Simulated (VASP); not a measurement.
A run of VASP 6.6.1:

INCAR

```
  PREC = Accurate
  ENCUT = 520
  EDIFF = 1E-7
  ISMEAR = -1
  SIGMA = 0.1
  LREAL = False
  LASPH = True
  NELM = 100
  ALGO = Normal
  ISIF = 2
  LWAVE = False
  LCHARG = False
  GGA = PE
  NBANDS = 20
```

The input KPOINTS:

```
regular mesh
0
Gamma
  18 18 10
```

Contents of POSCAR:

```
V
1.0
    2.3971587230      0.0000000000      0.0000000000
   -1.1985793615      2.0760003511      0.0000000000
    0.0000000000      0.0000000000      4.3335074038
V
2
Direct
    0.3333333333      0.6666666667      0.2500000000
    0.6666666667      0.3333333333      0.7500000000
```

Potentials or basis: VASP PAW PBE potentials, release 64 (V_sv).

Launch:

```console
$ cat potpaw_PBE.64/V_sv/POTCAR > POTCAR
$ mpirun -np 1 vasp_std > vasp.out
```

Hardware: 1 thread of Intel Xeon 8259CL (shared host).

Problem. Estimate the wall time of this run.

Solution. Run time: 100 s on 1 thread of Intel Xeon 8259CL, with other jobs on the host, peak memory 0.19 GiB. Counts: scf iterations 14, k points 222.
